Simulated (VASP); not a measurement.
Write the native input for VASP 6.6.1 that does the following.

- Task: single point
- Functional: PBE
- Potentials or basis: VASP PAW PBE potentials, release 64 (Nb_sv)
- Cutoff: 500 eV
- k mesh: 8 × 8 × 8
- Occupations: gaussian, width 0.05 eV
- Spin: no spin polarisation
- Dipole correction: no
- Further INCAR settings: ALGO = Normal; EDIFF = 1e-06; NBANDS = 12

The structure of Nb lies in POSCAR:

```
Nb
1.0
    0.0000000000      2.1112393916      2.1112393916
    2.1112393916      0.0000000000      2.1112393916
    2.1112393916      2.1112393916      0.0000000000
Nb
1
Direct
    0.0000000000      0.0000000000      0.0000000000
```

The input as run:

INCAR

```
SYSTEM = Nb
ALGO = Normal
EDIFF = 1E-6
ENCUT = 500
GGA = PE
GGA_COMPAT = .False.
ISIF = 2
ISMEAR = 0
LASPH = .True.
LCHARG = .True.
LELF = .True.
LREAL = .False.
LVHAR = .True.
LWAVE = .False.
NBANDS = 12
NELM = 120
PREC = Accurate
SIGMA = 0.05
```

KPOINTS

```
k-points
0
Gamma
  8 8 8
  0 0 0
```

Potentials or basis: VASP PAW PBE potentials, release 64 (Nb_sv).

Launch:

```console
$ cat potpaw_PBE.64/Nb_sv/POTCAR > POTCAR
$ mpirun -np 1 vasp_std > vasp.out
```

Results of the run:

| Quantity | Value |
| --- | --- |
| Pressure | -1.1 GPa |

It used 20 s of CPU time on 1 thread of AMD EPYC 7R13 Processor (Zen 3) (shared host).
